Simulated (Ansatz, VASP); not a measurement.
**One calculation of NiO, two programs**

```
CELL_PARAMETERS angstrom
0.00000 2.10848 2.10848
2.10848 0.00000 2.10848
2.10848 2.10848 0.00000
ATOMIC_POSITIONS crystal
Ni 0.00000 0.00000 0.00000
O 0.50000 0.50000 0.50000
```

Alike in both runs: task electric field gradients; functional PBEsol; k mesh 16 × 16 × 16; occupations fermi-dirac, width 0.03 eV; collinear spin.

|  | VASP | Ansatz |
| --- | --- | --- |
| version | VASP 6.6.1 | Ansatz 0.2.0 |
| potentials or method | VASP PAW PBE potentials, release 64 (Ni, O) | PAW with Ansatz's default frozen-core files, scalar-relativistic |
| plane-wave cutoff (eV) | 520 | 420 |
| valence electrons in the cell | 16 | 24 |

|  | VASP | Ansatz | Ansatz less VASP |
| --- | --- | --- | --- |
| pressure (GPa) | -12.0 | -11.7 | +0.30 |
| net moment per atom (μB) | 0.77 | 0.80 | +0.024 |
| size of the moment on the site where the two differ most (μB) | 0.23 | 0.25 | +0.024 |

VASP's potentials were made for PBE, not for PBEsol. Site moments also hang on the region over which each program counts them. VASP's potentials hold 16 valence electrons a cell and Ansatz's 24, so a difference there can come from the potentials and not from the codes.
